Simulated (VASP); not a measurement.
# TiC (I4/mmm) in VASP: notebook

TiC is run at these levels: PBEsol; tasks: single point.

All numbers are computed with VASP 6.6.1; they aren't measurements. Logs are shortened: lines on timing, memory, paths and dates and some standing lists are left out, and cuts for length are marked.

## (1) The cell of the first run

The structure is tetragonal, space group I4/mmm (No. 139). The conventional cell has a = 3.435 Å, b = 3.435 Å, c = 3.435 Å, α = 90.00°, β = 90.00°, γ = 90.00°. Within 2.3 Å of Ti (site symmetry 4/mmm) lie 2 C at 1.72 Å. C (site symmetry 4/mmm) has 2 Ti at 1.72 Å within 2.3 Å.

## (2) Single point, PBEsol

The input, INCAR:

```
  PREC = Accurate
  ENCUT = 520
  EDIFF = 1E-7
  ISMEAR = 1
  SIGMA = 0.1
  LREAL = False
  LASPH = True
  NELM = 60
  ALGO = Normal
  ISIF = 2
  LWAVE = False
  LCHARG = False
  GGA = PS
  NBANDS = 15
```

The input, KPOINTS:

```
regular mesh
0
Gamma
  20 20 20
```

The input, POSCAR:

```
TiC
1.0
    0.0000000000      2.4291301541      1.7173950190
    2.4291301541      0.0000000000      1.7173950190
    2.4291301541      2.4291301541      0.0000000000
Ti C
1 1
Direct
    0.0000000000      0.0000000000      0.0000000000
    0.5000000000      0.5000000000      0.5000000000
```

Potentials or basis: VASP PAW PBE potentials, release 64 (Ti_sv, C).

Run with:

```console
$ cat potpaw_PBE.64/Ti_sv/POTCAR potpaw_PBE.64/C/POTCAR > POTCAR
$ mpirun -np 1 vasp_std > vasp.out
```

OUTCAR:

```text
PREC = Accurate
   ENCUT = 520
   EDIFF = 1E-7
   ISMEAR = 1
   LREAL = False
   LASPH = True
   NELM = 60
   ISIF = 2
   GGA = PS

 ion  position               nearest neighbor table
   1  0.000  0.000  0.000-   2 1.72   2 1.72   2 2.43   2 2.43   2 2.43   2 2.43
   2  0.500  0.500  0.500-   1 1.72   1 1.72   1 2.43   1 2.43   1 2.43   1 2.43

  LATTYP: Found a body centered tetragonal cell.
 ALAT       =     3.4353088087
 C/A-ratio  =     0.9998489886

  Lattice vectors:

 A1 = (   0.0000000000,  -2.4291301541,  -1.7173950190)
 A2 = (   0.0000000000,   2.4291301541,  -1.7173950190)
 A3 = (   2.4291301541,   0.0000000000,   1.7173950190)

Analysis of symmetry for initial positions (statically):
=====================================================================
 Subroutine PRICEL returns:
 Original cell was already a primitive cell.

 Routine SETGRP: Setting up the symmetry group for a
 body centered tetragonal supercell.

 Subroutine GETGRP returns: Found 16 space group operations
 (whereof 16 operations were pure point group operations)
 out of a pool of 16 trial point group operations.

The static configuration has the point symmetry D_4h.

Analysis of symmetry for dynamics (positions and initial velocities):
=====================================================================
 Subroutine PRICEL returns:
 Original cell was already a primitive cell.

 Routine SETGRP: Setting up the symmetry group for a
 body centered tetragonal supercell.

 Subroutine GETGRP returns: Found 16 space group operations
 (whereof 16 operations were pure point group operations)
 out of a pool of 16 trial point group operations.

The dynamic configuration has the point symmetry D_4h.

 Subroutine INISYM returns: Found 16 space group operations
 (whereof 16 operations are pure point group operations),
 and found     1 'primitive' translations

----------------------------------------------------------------------------------------

                                     Primitive cell

  volume of cell :      20.2676

  direct lattice vectors                    reciprocal lattice vectors
     0.000000000  2.429130154  1.717395019    -0.205834998  0.205834998  0.291138611
     2.429130154  0.000000000  1.717395019     0.205834998 -0.205834998  0.291138611
     2.429130154  2.429130154  0.000000000     0.205834998  0.205834998 -0.291138611

  length of vectors
     2.974914950  2.974914950  3.435308809     0.411701085  0.411701085  0.411701085

  position of ions in fractional coordinates (direct lattice)
     0.000000000  0.000000000  0.000000000
     0.500000000  0.500000000  0.500000000

  ion indices of the primitive-cell ions
   primitive index   ion index
                 1           1
                 2           2

----------------------------------------------------------------------------------------

 KPOINTS: regular mesh

Automatic generation of k-mesh.
 Grid dimensions read from file:
 generate k-points for:   20   20   20

 Generating k-lattice:

  Cartesian coordinates                     Fractional coordinates (reciprocal lattice)
    -0.010291750  0.010291750  0.014556931     0.050000000  0.000000000  0.000000000
     0.010291750 -0.010291750  0.014556931     0.000000000  0.050000000  0.000000000
     0.010291750  0.010291750 -0.014556931    -0.000000000 -0.000000000  0.050000000

  Length of vectors
     0.020585054  0.020585054  0.020585054

  Shift w.r.t. Gamma in fractional coordinates (k-lattice)
     0.000000000  0.000000000  0.000000000

 Subroutine IBZKPT returns following result:
 ===========================================

 Found    641 irreducible k-points:

 Following reciprocal coordinates:
            Coordinates               Weight
  0.000000  0.000000  0.000000      1.000000
  0.050000 -0.000000  0.000000      8.000000
  0.100000 -0.000000  0.000000      8.000000
  0.150000 -0.000000  0.000000      8.000000
  0.200000 -0.000000  0.000000      8.000000
  0.250000 -0.000000  0.000000      8.000000
[... 16 lines left out ...]
 -0.400000  0.050000  0.000000      8.000000
 -0.350000  0.050000  0.000000      8.000000
 [... further k-points ...]
   k-points           NKPTS =    641   k-points in BZ     NKDIM =    641   number of bands    NBANDS=     15
   number of dos      NEDOS =    301   number of ions     NIONS =      2
   total plane-waves  NPLWV =  16128
   dimension x,y,z NGX =    24 NGY =   24 NGZ =   28
   dimension x,y,z NGXF=    48 NGYF=   48 NGZF=   56
   ions per type =               1   1
   NGX,Y,Z   is equivalent  to a cutoff of  13.41, 13.41, 13.55 a.u.
   NGXF,Y,Z  is equivalent  to a cutoff of  26.82, 26.82, 27.10 a.u.
 SYSTEM =  unknown system
   PREC   = accura    normal or accurate (medium, high low for compatibility)
   ISTART =      0    job   : 0-new  1-cont  2-samecut
   ICHARG =      2    charge: 1-file 2-atom 10-const
   ISPIN  =      1    spin polarized calculation?
   LNONCOLLINEAR =      F non collinear calculations
   LSORBIT =      F    spin-orbit coupling
   LASPH  =      T    aspherical Exc in radial PAW
   ENCUT  =  520.0 eV  38.22 Ry    6.18 a.u.   5.53  5.53  6.39*2*pi/ulx,y,z
   NELM   =     60;   NELMIN=  2; NELMDL= -5     # of ELM steps
   EDIFF  = 0.1E-06   stopping-criterion for ELM
   LREAL  =      F    real-space projection
   EDIFFG = 0.1E-05   stopping-criterion for IOM
   NSW    =      0    number of steps for IOM
   IBRION =     -1    ionic relax: 0-MD 1-quasi-New 2-CG
   NFREE  =      0    steps in history (QN), initial steepest desc. (CG)
   ISIF   =      2    stress and relaxation
   ISYM   =      2    0-nonsym 1-usesym 2-fastsym
   POTIM  = 0.5000    time-step for ionic-motion
   TEBEG  =    0.0;   TEEND  =   0.0 temperature during run
   PSTRESS=    0.0 pullay stress
   NELECT =      16.0000    total number of electrons
   NUPDOWN=      -1.0000    fix difference up-down
   EMIN   =  10.00;   EMAX   =-10.00  energy-range for DOS
   EFERMI =   0.00;   METHOD = LEGACY
   ISMEAR =     1;   SIGMA  =   0.10  broadening in eV -4-tet -1-fermi 0-gaus
   EFERMI_NEDOS =   21; number of points for ismear=-14 and -15
   IALGO  =     38    algorithm
   IMIX   =      4    mixing-type and parameters
     AMIX     =   0.40;   BMIX     =  1.00
     AMIX_MAG =   1.60;   BMIX_MAG =  1.00
  volume/ion in A,a.u.               =      10.13        68.39
  Fermi-wavevector in a.u.,A,eV,Ry     =   1.513030  2.859212 31.147275  2.289260
  Thomas-Fermi vector in A             =   2.622876
   LORBIT       =      0    0 simple, 1 ext, 2 COOP (PROOUT), +10 PAW based schemes
   GGA     = PS    functional components
   LHFCALC =     F    Hartree Fock is set to
   AEXX    =    0.0000 exact exchange contribution
   IVDW    =     0    specifies the selected vdW correction
   LEPSILON=     F    determine dielectric tensor
   LRPA    =     F    only Hartree local field effects (RPA)
 non-spin polarized calculation
 Methfessel and Paxton  Order N= 1 SIGMA  =   0.10
  energy-cutoff  :      520.00
  volume of cell :       20.27
 maximum number of plane-waves:       563
 NGX is ok and might be reduce to    24

 number of electron      15.9999999 magnetization

 Free energy of the ion-electron system (eV)
  ---------------------------------------------------
  ext. energy  EPLUGINS =         0.00000000
  ---------------------------------------------------
  free energy    TOTEN  =       -16.76594407 eV

  energy without entropy =      -16.76618583  energy(sigma->0) =      -16.76602466

 E-fermi :   9.4919     XC(G=0): -12.6654

 val. band max:        9.4906183096   @ k =   0.3000   0.2500   0.0500
 cond. band min:       9.5124441088   @ k =   0.3000  -0.0000   0.2000
 fundamental gap:      0.0218257992
 Fermi energy:         9.4919066924

 k-point     1 :       0.0000    0.0000    0.0000
  band No.  band energies     occupation
      1     -46.6072      2.00000
      2     -23.1619      2.00000
      3     -22.7471      2.00000
      4     -22.7471      2.00000
      5      -3.0807      2.00000
      6       9.4067      2.00446
      7       9.7500     -0.00160
      8       9.7500     -0.00160
      9       9.9369     -0.00000
     10      10.3419     -0.00000
     11      10.3419     -0.00000
     12      11.9611      0.00000
     13      13.1097      0.00000
     14      23.0290      0.00000
     15      24.8140      0.00000

 k-point     2 :       0.0500   -0.0000    0.0000
  band No.  band energies     occupation
      1     -46.6052      2.00000
      2     -23.1686      2.00000
      3     -22.7532      2.00000
      4     -22.7509      2.00000
      5      -3.0125      2.00000
      6       8.9423      2.00000
      7       9.1880      2.00015
      8       9.5444      0.23251
      9       9.9267     -0.00000
     10      10.9412     -0.00000
     11      11.0230     -0.00000
     12      11.9770      0.00000
     13      13.0992      0.00000
     14      23.1148      0.00000
     15      24.6742      0.00000

 k-point     3 :       0.1000   -0.0000    0.0000
  band No.  band energies     occupation
      1     -46.5994      2.00000
      2     -23.1892      2.00000
      3     -22.7696      2.00000
      4     -22.7621      2.00000
      5      -2.8105      2.00000
      6       8.1190      2.00000
      7       8.4254      2.00000
      8       9.3507      2.06261
      9      10.0951     -0.00000
     10      11.5544      0.00000
     11      11.9380      0.00000
     12      12.1367      0.00000
     13      13.1731      0.00000
     14      23.2964      0.00000
     15      24.3014      0.00000
[... 343 lines left out ...]
 k-point    23 :      -0.4000    0.0500    0.0000
  band No.  band energies     occupation
      1     -46.5312      2.00000
      2     -23.5102      2.00000
      3     -22.8931      2.00000
      4     -22.8586      2.00000
      5       0.2623      2.00000
      6       4.1279      2.00000
      7       5.5897      2.00000
      8       6.4108      2.00000
      9      11.8100      0.00000
     10      12.6992      0.00000
     11      14.0375      0.00000
     12      16.3979      0.00000
     13      17.7661      0.00000
     14      18.3332      0.00000
     15      22.4799      0.00000

 k-point    24 :      -0.3500    0.0500    0.0000
  band No.  band energies     occupation
      1     -46.5401      2.00000
      2     -23.4582      2.00000
      3     -22.8762      2.00000
      4     -22.8589      2.00000
      5      -0.4141      2.00000
      6       4.6077      2.00000
      7       5.8570      2.00000
      8       7.0996      2.00000
      9      11.8680      0.00000
     10      12.2298      0.00000
     11      13.4819      0.00000
     12      15.8937      0.00000
     13      17.2602      0.00000
     14      19.0086      0.00000
     15      23.2566      0.00000

 [... further k-points ...]

------------------------ aborting loop because EDIFF is reached ----------------------------------------

  FORCE on cell =-STRESS in cart. coord.  units (eV):
  Direction    XX          YY          ZZ          XY          YZ          ZX
  --------------------------------------------------------------------------------------
  -------------------------------------------------------------------------------------
  Total       -3.7284062     -3.7284062     26.1929589      0.0000000      0.0000000      0.0000000
  in kB     -294.7352240   -294.7352240   2070.5865019      0.0000000      0.0000000      0.0000000
  external PRESSURE =     493.7053513 kB  Pullay stress =       0.0000000 kB

 VOLUME and BASIS-vectors are now :
 -----------------------------------------------------------------------------
  energy-cutoff  :      520.00
  volume of cell :       20.27
      direct lattice vectors                 reciprocal lattice vectors
     0.000000000  2.429130154  1.717395019    -0.205834998  0.205834998  0.291138611
     2.429130154  0.000000000  1.717395019     0.205834998 -0.205834998  0.291138611
     2.429130154  2.429130154  0.000000000     0.205834998  0.205834998 -0.291138611

 POSITION                                       TOTAL-FORCE (eV/Angst)
 -----------------------------------------------------------------------------------
      0.00000      0.00000      0.00000         0.000000     -0.000000      0.000000
      2.42913      2.42913      1.71740        -0.000000      0.000000      0.000000
 -----------------------------------------------------------------------------------
    total drift:                                0.000000     -0.000000     -0.000000

  FREE ENERGIE OF THE ION-ELECTRON SYSTEM (eV)
  ---------------------------------------------------
  free  energy   TOTEN  =       -16.7659440741 eV

  energy  without entropy=      -16.7661858346  energy(sigma->0) =      -16.76602466
```

Wall time 5.6 min (1 thread of Intel Xeon 8259CL, shared host); peak memory 0.31 GiB.

What came out:

| Property | Result |
| --- | --- |
| Free energy | -16.7659 eV |
| Pressure | 49.4 GPa |
| Band gap on the k mesh | zero (bands 8 and 9 overlap by 2.20 eV) |

Caveat: the stress differs along the axes, from -29 to 207 GPa; the PAW data sets were made with another functional, which shifts forces and pressure a little.

## (3) Single point, PBEsol

This run uses another cell than the first one, of the same volume but with other edges.

The input, INCAR:

```
SYSTEM = TiC
PREC     = Accurate       ! precision mode
ENCUT    = 520            ! plane-wave cutoff, eV
EDIFF    = 1E-6           ! SCF threshold, eV
ISMEAR   = 1              ! smearing method
SIGMA    = 0.1            ! smearing width, eV
LREAL    = .FALSE.        ! projectors in reciprocal space
LASPH    = .TRUE.         ! aspherical terms in the spheres
NELM     = 80             ! most SCF steps
ALGO     = Normal         ! electronic algorithm
ISIF     = 2              ! what is computed and relaxed
LWAVE    = .FALSE.        ! write WAVECAR
LCHARG   = .FALSE.        ! write CHGCAR
GGA      = PS             ! functional
NBANDS   = 15             ! bands
```

The input, KPOINTS:

```
regular mesh
0
G
  20 20 20
  0 0 0
```

The input, POSCAR:

```
TiC
1.0
    0.0000000000      1.9280018810      2.7261946598
    1.9280018810      0.0000000000      2.7261946598
    1.9280018810      1.9280018810      0.0000000000
Ti C
1 1
Direct
    0.0000000000      0.0000000000      0.0000000000
    0.5000000000      0.5000000000      0.5000000000
```

Potentials or basis: VASP PAW PBE potentials, release 64 (Ti_sv, C).

Run with:

```console
$ cat potpaw_PBE.64/Ti_sv/POTCAR potpaw_PBE.64/C/POTCAR > POTCAR
$ mpirun -np 1 vasp_std > vasp.out
```

It took 6 min on 1 thread of Intel Xeon 8259CL, shared host; peak memory 0.31 GiB.

The run converged. Its results:

```
Free energy            : -18.0482 eV
Pressure               : 46.9 GPa
Band gap on the k mesh : zero (bands 8 and 9 overlap by 2.59 eV)
```

Stress tensor (GPa, compression positive):
```
 87.64   0.00   0.00
  0.00  87.64   0.00
  0.00   0.00 -34.69
```

Levels at points of the mesh, in eV from the Fermi level:
| k point | band 4 | band 5 | band 6 | band 7 | band 8 | band 9 | band 10 | band 11 | band 12 | band 13 |
| --- | --- | --- | --- | --- | --- | --- | --- | --- | --- | --- |
| (0.00, 0.00, 0.00) | -32.02 | -12.47 | -0.94 | -0.94 | 0.47 | 1.94 | 1.94 | 2.25 | 2.25 | 2.96 |
| (0.50, 0.00, 0.00) | -31.91 | -8.28 | -6.02 | -4.05 | -3.36 | 3.07 | 3.14 | 5.27 | 6.35 | 6.60 |
| (0.50, 0.50, 0.00) | -32.06 | -11.06 | -5.02 | -1.64 | 1.68 | 1.68 | 3.13 | 3.35 | 3.35 | 4.44 |
| (0.50, 0.00, 0.50) | -32.52 | -10.45 | -1.90 | -1.43 | -0.33 | -0.26 | 1.94 | 2.41 | 5.09 | 8.18 |

Caveat: the stress differs along the axes, from -35 to 88 GPa; the PAW data sets were made with another functional, which shifts forces and pressure a little.

The gap in the log of VASP goes by the Fermi energy; the results here count the filled bands.